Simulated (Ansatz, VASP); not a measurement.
## ZnS in VASP and in Ansatz

The input INCAR:

```
ALGO = Normal
EDIFF = 1E-6
ENCUT = 520
GGA = CA
ISIF = 2
ISMEAR = 0
LASPH = True
LCHARG = False
LREAL = False
LWAVE = False
NBANDS = 26
NELM = 100
PREC = Accurate
SIGMA = 0.01
```

File KPOINTS:

```
k-points
0
Gamma
  12 12 4
```

The input POSCAR:

```
ZnS
1.0
    3.5895904813      0.0000000000      0.0000000000
   -1.7947952406      3.1086765460      0.0000000000
    0.0000000000      0.0000000000      5.8799973210
Zn S
2 2
Direct
    0.0000000000      0.0000000000      0.0000000000
    0.0000000000      0.0000000000      0.5000000000
    0.3333333333      0.6666666667      0.2500000000
    0.6666666667      0.3333333333      0.7500000000
```

Input for Ansatz:

```yaml
crystal:
  lattice:
    - [3.5895904813, 0.0, 0.0]
    - [-1.7947952406, 3.108676546, 0.0]
    - [0.0, 0.0, 5.879997321]
  atoms:
    - { symbol: Zn, position: [0.0, 0.0, 0.0] }
    - { symbol: Zn, position: [0.0, 0.0, 0.5] }
    - { symbol: S, position: [0.3333333333, 0.6666666667, 0.25] }
    - { symbol: S, position: [0.6666666667, 0.3333333333, 0.75] }
kpoints:
  mp_grid: { grid: [12, 12, 4] }
hamiltonian:
  xc: lda
scf:
  occupations: { method: fixed }
output:
  optics: { e_range: [0, 12], de: 0.05, sigma: 0.1, bands: auto }
```

Alike in both runs: task single point; functional LDA; k mesh 12 × 12 × 4; no spin polarisation.

|  | VASP | Ansatz |
| --- | --- | --- |
| version | VASP 6.6.1 | Ansatz 0.2.0 |
| potentials or method | VASP PAW LDA potentials, release 64 (Zn, S) | plane waves, PAW |
| plane-wave cutoff (eV) | 520 | 420 |
| occupations | gaussian, width 0.01 eV | fixed |
| valence electrons in the cell | 36 | 36 |

Ansatz gave:

| Property | Result |
| --- | --- |
| gap on the k mesh at the Fermi level (eV) | 0.13 |

Estimate VASP's values.

gap on the k mesh at the Fermi level (eV): 0.15.

LDA's correlation is that of Perdew and Zunger in VASP and of Perdew and Wang (1992) in Ansatz.
